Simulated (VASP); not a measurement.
**Sn: relaxation of shape and atoms at fixed volume with PBEsol**

Crystal: Sn.

```
Sn
1.0
    -2.88051    2.88051    1.57095
     2.88051   -2.88051    1.57095
     2.88051    2.88051   -1.57095
Sn
2
Direct
  0.75000 0.25000 0.50000
  0.00000 0.00000 0.00000
```

```yaml
Program: VASP 6.6.1
Task: relaxation of shape and atoms at fixed volume
Functional: PBEsol
Potentials_or_basis: VASP PAW PBE potentials, release 64 (Sn_d)
Cutoff: 600 eV
k_mesh: 14 × 14 × 14
Occupations: gaussian, width 0.1 eV
Spin: no spin polarisation
Dipole_correction: no
Further_INCAR_settings: ALGO = Fast; EDIFF = 1e-07; IBRION = 2; EDIFFG = -0.01; NSW = 50; ISIF = 4
```

The pressure after relaxing is 1.9 GPa and the band gap on the k mesh is zero (bands 14 and 15 overlap by 4.27 eV).

Final structure:
```yaml
crystal:
  lattice:
    - [-2.88051, 2.88051, 1.57095]
    - [2.88051, -2.88051, 1.57095]
    - [2.88051, 2.88051, -1.57095]
  atoms:
    - { symbol: Sn, position: [0.75000, 0.25000, 0.50000] }
    - { symbol: Sn, position: [0.00000, 0.00000, 0.00000] }
```

Levels at points of the mesh, in eV from the Fermi level:
```tsv
k point	band 12	band 13	band 14	band 15	band 16	band 17
(0.00, 0.00, 0.00)	-3.51	-2.07	-2.07	2.91	6.44	6.45
(0.50, 0.00, 0.00)	-5.54	-2.28	-1.78	-1.21	2.21	2.95
(0.50, 0.50, 0.00)	-9.11	0.61	0.61	1.66	1.66	6.17
(0.50, 0.50, 0.50)	-7.65	-5.04	-5.04	5.16	5.16	9.80
```

Run time: 3.4 min on 1 thread of Intel(R) Xeon(R) Platinum 8488C (Sapphire Rapids), with other jobs on the host, peak memory 0.37 GiB.

Caveat: the relaxation stopped at its first step, so nothing moved; the PAW data sets were made with another functional, which shifts forces and pressure a little; spin-orbit coupling is left out, which moves the levels of the heavy elements.
